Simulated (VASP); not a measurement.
# Ta (Im-3m) in VASP: notebook

Runs on Ta. Level: PBE. Tasks: single point, relaxation of cell and atoms.

Program: VASP 6.6.1. These are calculated values, not measurements. Logs are shortened: lines on timing, memory, paths and dates and some standing lists are left out, and cuts for length are marked.

## 1. The cell of the first run

It takes space group Im-3m (No. 229, cubic). The conventional cell has a = 3.310 Å, b = 3.310 Å, c = 3.310 Å, α = 90.00°, β = 90.00°, γ = 90.00°. Within 3.8 Å of Ta (site symmetry m-3m) lie 14 Ta at 2.87 to 3.31 Å.

## 2. Single point, PBE

File INCAR:

```
PREC = Accurate ; ENCUT = 520
EDIFF = 1E-7 ; ISMEAR = -1
SIGMA = 0.05 ; LREAL = F
LASPH = T ; NELM = 100
ALGO = Normal ; ISIF = 2
LWAVE = F ; LCHARG = F
GGA = PE ; NBANDS = 12
```

File KPOINTS:

```
regular mesh
0
Gamma
  16 16 16
```

File POSCAR:

```
Ta
1.0
   -1.6548142272      1.6548142272      1.6548142272
    1.6548142272     -1.6548142272      1.6548142272
    1.6548142272      1.6548142272     -1.6548142272
Ta
1
Direct
    0.0000000000      0.0000000000      0.0000000000
```

Potentials or basis: VASP PAW PBE potentials, release 64 (Ta_pv).

Command:

```
> cat potpaw_PBE.64/Ta_pv/POTCAR > POTCAR
> mpirun -np 1 vasp_std > vasp.out
```

OUTCAR:

```text
PREC = Accurate
   ENCUT = 520
   EDIFF = 1E-7
   ISMEAR = -1
   LREAL = F
   LASPH = T
   NELM = 100
   ISIF = 2
   GGA = PE

 ion  position               nearest neighbor table
   1  0.000  0.000  0.000-

  LATTYP: Found a body centered cubic cell.
 ALAT       =     3.3096284544

  Lattice vectors:

 A1 = (  -1.6548142272,   1.6548142272,   1.6548142272)
 A2 = (   1.6548142272,  -1.6548142272,   1.6548142272)
 A3 = (   1.6548142272,   1.6548142272,  -1.6548142272)

Analysis of symmetry for initial positions (statically):
=====================================================================
 Subroutine PRICEL returns:
 Original cell was already a primitive cell.

 Routine SETGRP: Setting up the symmetry group for a
 body centered cubic supercell.

 Subroutine GETGRP returns: Found 48 space group operations
 (whereof 48 operations were pure point group operations)
 out of a pool of 48 trial point group operations.

The static configuration has the point symmetry O_h .

Analysis of symmetry for dynamics (positions and initial velocities):
=====================================================================
 Subroutine PRICEL returns:
 Original cell was already a primitive cell.

 Routine SETGRP: Setting up the symmetry group for a
 body centered cubic supercell.

 Subroutine GETGRP returns: Found 48 space group operations
 (whereof 48 operations were pure point group operations)
 out of a pool of 48 trial point group operations.

The dynamic configuration has the point symmetry O_h .

 Subroutine INISYM returns: Found 48 space group operations
 (whereof 48 operations are pure point group operations),
 and found     1 'primitive' translations

----------------------------------------------------------------------------------------

                                     Primitive cell

  volume of cell :      18.1262

  direct lattice vectors                    reciprocal lattice vectors
    -1.654814227  1.654814227  1.654814227     0.000000000  0.302148720  0.302148720
     1.654814227 -1.654814227  1.654814227     0.302148720  0.000000000  0.302148720
     1.654814227  1.654814227 -1.654814227     0.302148720  0.302148720  0.000000000

  length of vectors
     2.866222319  2.866222319  2.866222319     0.427302817  0.427302817  0.427302817

  position of ions in fractional coordinates (direct lattice)
     0.000000000  0.000000000  0.000000000

  ion indices of the primitive-cell ions
   primitive index   ion index
                 1           1

----------------------------------------------------------------------------------------

 KPOINTS: regular mesh

Automatic generation of k-mesh.
 Grid dimensions read from file:
 generate k-points for:   16   16   16

 Generating k-lattice:

  Cartesian coordinates                     Fractional coordinates (reciprocal lattice)
     0.000000000  0.018884295  0.018884295     0.062500000  0.000000000  0.000000000
     0.018884295  0.000000000  0.018884295     0.000000000  0.062500000  0.000000000
     0.018884295  0.018884295  0.000000000     0.000000000  0.000000000  0.062500000

  Length of vectors
     0.026706426  0.026706426  0.026706426

  Shift w.r.t. Gamma in fractional coordinates (k-lattice)
     0.000000000  0.000000000  0.000000000

 Subroutine IBZKPT returns following result:
 ===========================================

 Found    145 irreducible k-points:

 Following reciprocal coordinates:
            Coordinates               Weight
  0.000000  0.000000  0.000000      1.000000
  0.062500  0.000000  0.000000     12.000000
  0.125000  0.000000  0.000000     12.000000
  0.187500  0.000000  0.000000     12.000000
  0.250000  0.000000  0.000000     12.000000
  0.312500  0.000000  0.000000     12.000000
[... 16 lines left out ...]
  0.187500  0.187500  0.000000     24.000000
  0.250000  0.187500 -0.000000     48.000000
 [... further k-points ...]
   k-points           NKPTS =    145   k-points in BZ     NKDIM =    145   number of bands    NBANDS=     12
   number of dos      NEDOS =    301   number of ions     NIONS =      1
   total plane-waves  NPLWV =  13824
   dimension x,y,z NGX =    24 NGY =   24 NGZ =   24
   dimension x,y,z NGXF=    48 NGYF=   48 NGZF=   48
   ions per type =               1
   NGX,Y,Z   is equivalent  to a cutoff of  13.92, 13.92, 13.92 a.u.
   NGXF,Y,Z  is equivalent  to a cutoff of  27.84, 27.84, 27.84 a.u.
 SYSTEM =  unknown system
   PREC   = accura    normal or accurate (medium, high low for compatibility)
   ISTART =      0    job   : 0-new  1-cont  2-samecut
   ICHARG =      2    charge: 1-file 2-atom 10-const
   ISPIN  =      1    spin polarized calculation?
   LNONCOLLINEAR =      F non collinear calculations
   LSORBIT =      F    spin-orbit coupling
   LASPH  =      T    aspherical Exc in radial PAW
   ENCUT  =  520.0 eV  38.22 Ry    6.18 a.u.   5.33  5.33  5.33*2*pi/ulx,y,z
   NELM   =    100;   NELMIN=  2; NELMDL= -5     # of ELM steps
   EDIFF  = 0.1E-06   stopping-criterion for ELM
   LREAL  =      F    real-space projection
   EDIFFG = 0.1E-05   stopping-criterion for IOM
   NSW    =      0    number of steps for IOM
   IBRION =     -1    ionic relax: 0-MD 1-quasi-New 2-CG
   NFREE  =      0    steps in history (QN), initial steepest desc. (CG)
   ISIF   =      2    stress and relaxation
   ISYM   =      2    0-nonsym 1-usesym 2-fastsym
   POTIM  = 0.5000    time-step for ionic-motion
   TEBEG  =    0.0;   TEEND  =   0.0 temperature during run
   PSTRESS=    0.0 pullay stress
   NELECT =      11.0000    total number of electrons
   NUPDOWN=      -1.0000    fix difference up-down
   EMIN   =  10.00;   EMAX   =-10.00  energy-range for DOS
   EFERMI =   0.00;   METHOD = LEGACY
   ISMEAR =    -1;   SIGMA  =   0.05  broadening in eV -4-tet -1-fermi 0-gaus
   EFERMI_NEDOS =   21; number of points for ismear=-14 and -15
   IALGO  =     38    algorithm
   IMIX   =      4    mixing-type and parameters
     AMIX     =   0.40;   BMIX     =  1.00
     AMIX_MAG =   1.60;   BMIX_MAG =  1.00
  volume/ion in A,a.u.               =      18.13       122.32
  Fermi-wavevector in a.u.,A,eV,Ry     =   1.386021  2.619200 26.137530  1.921054
  Thomas-Fermi vector in A             =   2.510376
   LORBIT       =      0    0 simple, 1 ext, 2 COOP (PROOUT), +10 PAW based schemes
   GGA     = PE    functional components
   LHFCALC =     F    Hartree Fock is set to
   AEXX    =    0.0000 exact exchange contribution
   IVDW    =     0    specifies the selected vdW correction
   LEPSILON=     F    determine dielectric tensor
   LRPA    =     F    only Hartree local field effects (RPA)
 non-spin polarized calculation
  energy-cutoff  :      520.00
  volume of cell :       18.13
 maximum number of plane-waves:       496
 NGX is ok and might be reduce to    24
   NGX = 11   NGY = 11   NGZ = 11

 number of electron      11.0000001 magnetization

 Free energy of the ion-electron system (eV)
  ---------------------------------------------------
  ext. energy  EPLUGINS =         0.00000000
  ---------------------------------------------------
  free energy    TOTEN  =       -11.81431499 eV

  energy without entropy =      -11.80157159  energy(sigma->0) =      -11.80794329

 E-fermi :   5.4201     XC(G=0): -12.5865

 val. band max:        5.4089588279   @ k =   0.3125   0.0625   0.0625
 cond. band min:       5.4255550501   @ k =   0.5000   0.5000   0.1875
 fundamental gap:      0.0165962222
 Fermi energy:         5.4201495553

 k-point     1 :       0.0000    0.0000    0.0000
  band No.  band energies     occupation
      1     -27.6671      2.00000
      2     -27.6671      2.00000
      3     -27.6671      2.00000
      4      -2.4568      2.00000
      5       6.1671      0.00000
      6       6.1671      0.00000
      7       6.1671      0.00000
      8       9.4182      0.00000
      9       9.4182      0.00000
     10      20.1031      0.00000
     11      20.4165      0.00000
     12      20.4165      0.00000

 k-point     2 :       0.0625    0.0000    0.0000
  band No.  band energies     occupation
      1     -27.7147      2.00000
      2     -27.6817      2.00000
      3     -27.6674      2.00000
      4      -2.2834      2.00000
      5       6.0541      0.00001
      6       6.1342      0.00000
      7       6.3367      0.00000
      8       9.2353      0.00000
      9       9.4183      0.00000
     10      20.1028      0.00000
     11      20.5726      0.00000
     12      20.7208      0.00000

 k-point     3 :       0.1250    0.0000    0.0000
  band No.  band energies     occupation
      1     -27.8483      2.00000
      2     -27.7232      2.00000
      3     -27.6681      2.00000
      4      -1.7856      2.00000
      5       5.7496      0.00275
      6       5.9887      0.00002
      7       6.8392      0.00000
      8       8.8893      0.00000
      9       9.4312      0.00000
     10      20.1024      0.00000
     11      20.9393      0.00000
     12      21.5963      0.00000
[... 286 lines left out ...]
 k-point    23 :       0.1875    0.1875    0.0000
  band No.  band energies     occupation
      1     -28.4578      2.00000
      2     -27.9453      2.00000
      3     -27.7511      2.00000
      4       1.0731      2.00000
      5       4.4560      2.00000
      6       4.8113      1.99999
      7       8.5157      0.00000
      8      10.1758      0.00000
      9      10.6970      0.00000
     10      19.5289      0.00000
     11      20.1186      0.00000
     12      21.9764      0.00000

 k-point    24 :       0.2500    0.1875   -0.0000
  band No.  band energies     occupation
      1     -28.5716      2.00000
      2     -28.0416      2.00000
      3     -27.7663      2.00000
      4       1.7487      2.00000
      5       4.1912      2.00000
      6       4.8342      1.99998
      7       8.7674      0.00000
      8      10.2519      0.00000
      9      12.1250      0.00000
     10      18.1661      0.00000
     11      20.1085      0.00000
     12      20.9336      0.00000

 [... further k-points ...]
[... 5 lines left out ...]
  --------------------------------------------------------------------------------------
  -------------------------------------------------------------------------------------
  Total        0.2376629      0.2376629      0.2376629      0.0000000     -0.0000000      0.0000000
  in kB       21.0070094     21.0070094     21.0070094      0.0000000     -0.0000000      0.0000000
  external PRESSURE =      21.0070094 kB  Pullay stress =       0.0000000 kB

 VOLUME and BASIS-vectors are now :
 -----------------------------------------------------------------------------
  energy-cutoff  :      520.00
  volume of cell :       18.13
      direct lattice vectors                 reciprocal lattice vectors
    -1.654814227  1.654814227  1.654814227     0.000000000  0.302148720  0.302148720
     1.654814227 -1.654814227  1.654814227     0.302148720  0.000000000  0.302148720
     1.654814227  1.654814227 -1.654814227     0.302148720  0.302148720  0.000000000

 POSITION                                       TOTAL-FORCE (eV/Angst)
 -----------------------------------------------------------------------------------
      0.00000      0.00000      0.00000         0.000000     -0.000000      0.000000
 -----------------------------------------------------------------------------------
    total drift:                               -0.000000      0.000000     -0.000000

  FREE ENERGIE OF THE ION-ELECTRON SYSTEM (eV)
  ---------------------------------------------------
  free  energy   TOTEN  =       -11.8143149888 eV

  energy  without entropy=      -11.8015715865  energy(sigma->0) =      -11.80794329
```

It took 9.9 s on 1 thread of Intel Xeon 6975P-C (Granite Rapids), shared host; peak memory 0.16 GiB.

What came out:

| Item | Value |
| --- | --- |
| Free energy | -11.8143 eV |
| Pressure | 2.1 GPa |

Caveat: spin-orbit coupling is left out, which moves the levels of the heavy elements.

## 3. Single point, PBE

File INCAR:

```
SYSTEM = Ta
PREC     = Accurate       ! precision mode
ENCUT    = 520            ! plane-wave cutoff, eV
EDIFF    = 1E-6           ! SCF threshold, eV
ISMEAR   = -1             ! smearing method
SIGMA    = 0.05           ! smearing width, eV
LREAL    = .False.        ! projectors in reciprocal space
LASPH    = .True.         ! aspherical terms in the spheres
NELM     = 80             ! most SCF steps
ALGO     = Normal         ! electronic algorithm
ISIF     = 2              ! what is computed and relaxed
LWAVE    = .False.        ! write WAVECAR
LCHARG   = .True.         ! write CHGCAR
GGA      = PE             ! functional
LELF     = .True.         ! ELF
LVHAR    = .True.       
NBANDS   = 12             ! bands
```

File KPOINTS:

```
regular mesh
0
Gamma
  16 16 16
  0 0 0
```

File POSCAR:

```
Ta
1.0
   -1.6546414070      1.6546414070      1.6546414070
    1.6546414070     -1.6546414070      1.6546414070
    1.6546414070      1.6546414070     -1.6546414070
Ta
1
Direct
    0.0000000000      0.0000000000      0.0000000000
```

Potentials or basis: VASP PAW PBE potentials, release 64 (Ta_pv).

Command:

```
> cat potpaw_PBE.64/Ta_pv/POTCAR > POTCAR
> mpirun -np 1 vasp_std > vasp.out
```

Run time: 9.6 s. Hardware: 1 thread of Intel Xeon 6975P-C (Granite Rapids), shared host; peak memory 0.15 GiB.

It converged, with:

```yaml
Free_energy: -11.8142 eV
Pressure: 2.2 GPa
```

Levels at points of the mesh, in eV from the Fermi level:
```tsv
k point	band 1	band 2	band 3	band 4	band 5	band 6	band 7	band 8	band 9	band 10
(0.00, 0.00, 0.00)	-33.09	-33.09	-33.09	-7.88	0.75	0.75	0.75	4.00	4.00	14.68
(0.50, 0.00, 0.00)	-34.24	-33.46	-33.09	-4.34	-1.51	1.57	3.88	4.90	7.75	11.64
(0.50, 0.50, 0.50)	-33.89	-33.89	-33.89	-3.75	-3.75	6.80	6.80	6.80	8.61	8.61
```

Caveat: spin-orbit coupling is left out, which moves the levels of the heavy elements.

## 4. Relaxation of cell and atoms, PBE, target pressure 2 GPa, at which the enthalpy is minimised

File INCAR:

```
SYSTEM = Ta
PREC = Accurate ; ENCUT = 600
EDIFF = 1E-6 ; ISMEAR = -1
SIGMA = 0.05 ; LREAL = .False.
LASPH = .True. ; NELM = 60
ALGO = Normal ; ISIF = 3
LWAVE = .False. ; LCHARG = .False.
GGA = PE ; IBRION = 2
NSW = 32 ; EDIFFG = -0.005
PSTRESS = 20.0
```

KPOINTS is that of step 3.

File POSCAR:

```
Ta
1.0
   -1.6548142272      1.6548142272      1.6548142272
    1.6548142272     -1.6548142272      1.6548142272
    1.6548142272      1.6548142272     -1.6548142272
Ta
1
Direct
    0.0000000000      0.0000000000      0.0000000000
```

Potentials or basis: VASP PAW PBE potentials, release 64 (Ta_pv).

Command:

```
> cat potpaw_PBE.64/Ta_pv/POTCAR > POTCAR
> mpirun -np 1 vasp_std > vasp.out
```

OUTCAR:

```text
SYSTEM = Ta
   PREC = Accurate
   ENCUT = 600
   EDIFF = 1E-6
   ISMEAR = -1
   LREAL = .False.
   LASPH = .True.
   NELM = 60
   ISIF = 3
   GGA = PE
   IBRION = 2
   NSW = 32
   EDIFFG = -0.005
   PSTRESS = 20.0

 ion  position               nearest neighbor table
   1  0.000  0.000  0.000-

  LATTYP: Found a body centered cubic cell.
 ALAT       =     3.3096284544

  Lattice vectors:

 A1 = (  -1.6548142272,   1.6548142272,   1.6548142272)
 A2 = (   1.6548142272,  -1.6548142272,   1.6548142272)
 A3 = (   1.6548142272,   1.6548142272,  -1.6548142272)

Analysis of symmetry for initial positions (statically):
=====================================================================
 Subroutine PRICEL returns:
 Original cell was already a primitive cell.

 Routine SETGRP: Setting up the symmetry group for a
 body centered cubic supercell.

 Subroutine GETGRP returns: Found 48 space group operations
 (whereof 48 operations were pure point group operations)
 out of a pool of 48 trial point group operations.

The static configuration has the point symmetry O_h .

Analysis of symmetry for dynamics (positions and initial velocities):
[... 164 lines left out ...]
  -------------------------------------------------------------------------------------
  Total        0.2404234      0.2404234      0.2404234     -0.0000000     -0.0000000      0.0000000
  in kB       21.2510102     21.2510102     21.2510102     -0.0000000     -0.0000000      0.0000000
  external PRESSURE =       1.2510102 kB  Pullay stress =      20.0000000 kB
[... 61 lines left out ...]
--------------------------------------- Ionic step        3  -------------------------------------------

 number of electron      11.0000001 magnetization

 Free energy of the ion-electron system (eV)
  ---------------------------------------------------
  ext. energy  EPLUGINS =         0.00000000
  ---------------------------------------------------
  free energy    TOTEN  =       -11.81470469 eV

  energy without entropy =      -11.80195761  energy(sigma->0) =      -11.80833115

 E-fermi :   5.4158     XC(G=0): -12.5838

 val. band max:        5.4038751366   @ k =   0.3125   0.0625   0.0625
 cond. band min:       5.4216490063   @ k =   0.5000   0.5000   0.1875
 fundamental gap:      0.0177738697
 Fermi energy:         5.4158226603

 k-point     1 :       0.0000    0.0000    0.0000
  band No.  band energies     occupation
      1     -27.6732      2.00000
      2     -27.6732      2.00000
      3     -27.6732      2.00000
      4      -2.4590      2.00000
      5       6.1626      0.00000
      6       6.1626      0.00000
      7       6.1626      0.00000
      8       9.4118      0.00000
      9       9.4118      0.00000
[... 265 lines left out ...]
 k-point    24 :       0.2500    0.1875   -0.0000
  band No.  band energies     occupation
      1     -28.5762      2.00000
      2     -28.0471      2.00000
      3     -27.7723      2.00000
      4       1.7452      2.00000
      5       4.1879      2.00000
      6       4.8301      1.99998
      7       8.7615      0.00000
      8      10.2448      0.00000
      9      12.1164      0.00000

 [... further k-points ...]
[... 5 lines left out ...]
  --------------------------------------------------------------------------------------
  -------------------------------------------------------------------------------------
  Total        0.2285085      0.2285085      0.2285085     -0.0000000      0.0000000     -0.0000000
  in kB       20.1872995     20.1872995     20.1872995     -0.0000000      0.0000000     -0.0000000
  external PRESSURE =       0.1872995 kB  Pullay stress =      20.0000000 kB
[... 20 lines left out ...]
  energy  without entropy=      -11.8019576146  energy(sigma->0) =      -11.80833115

  enthalpy is  TOTEN    =       -11.5883163088 eV   P V=        0.2263883821

 reached required accuracy - stopping structural energy minimisation
```

OSZICAR:

```text
N       E                     dE             d eps       ncg     rms          rms(c)
DAV:   1     0.527890305933E+02    0.52789E+02   -0.70803E+03  2610   0.130E+03
DAV:   2    -0.115191046685E+02   -0.64308E+02   -0.63295E+02  3344   0.264E+02
DAV:   3    -0.122795305284E+02   -0.76043E+00   -0.74583E+00  3085   0.288E+01
[... 16 lines left out ...]
DAV:   1    -0.118148500394E+02    0.17588E-03   -0.49047E-03  2658   0.102E+00    0.109E-01
DAV:   2    -0.118147290763E+02    0.12096E-03   -0.16652E-04  2665   0.165E-01    0.370E-02
DAV:   3    -0.118147032474E+02    0.25829E-04   -0.86619E-05  2701   0.114E-01    0.141E-02
DAV:   4    -0.118147046658E+02   -0.14184E-05   -0.10982E-06  2338   0.123E-02    0.137E-03
DAV:   5    -0.118147046909E+02   -0.25065E-07   -0.12348E-07  1337   0.433E-03
   3 F= -.11588316E+02 E0= -.11581943E+02  d E =-.375106E-05
```

It took 17 s on 1 thread of Intel Xeon 6975P-C (Granite Rapids), shared host; peak memory 0.16 GiB.

Results:

```yaml
Free_energy: -11.8147 eV
Relaxed_volume: 18.14 Å³/atom
Relaxed_cell: a = 2.867 Å, b = 2.867 Å, c = 2.867 Å, α = 109.47°, β = 109.47°, γ = 109.47°
Space_group_after_relaxing_to_0.05_Å: Im-3m (No. 229)
Energy_change_on_relaxing_the_enthalpy_is_what_falls: -0.1 meV/atom
Ionic_steps: 3
Pressure_after_relaxing: 2.0 GPa
```

The path:
```tsv
step	energy change (eV)	largest force (eV/Å)	pressure (GPa)	volume (Å³)
1	0.0000	0.0000	2.13	18.13
2	-0.0004	0.0000	1.74	18.16
3	-0.0001	0.0000	2.02	18.14
```

Final structure:
```xyz
1
Lattice="-1.6551 1.6551 1.6551 1.6551 -1.6551 1.6551 1.6551 1.6551 -1.6551" Properties=species:S:1:pos:R:3 pbc="T T T"
Ta    0.0000    0.0000    0.0000
```

Levels at points of the mesh, in eV from the Fermi level:
```tsv
k point	band 3	band 4	band 5	band 6	band 7	band 8
(0.00, 0.00, 0.00)	-33.09	-7.87	0.75	0.75	0.75	4.00
(0.50, 0.00, 0.00)	-33.10	-4.33	-1.51	1.57	3.87	4.89
(0.50, 0.50, 0.50)	-33.89	-3.75	-3.75	6.79	6.79	6.79
```

Caveat: the cell is relaxed towards a set pressure, so the enthalpy falls and the energy may rise; spin-orbit coupling is left out, which moves the levels of the heavy elements.
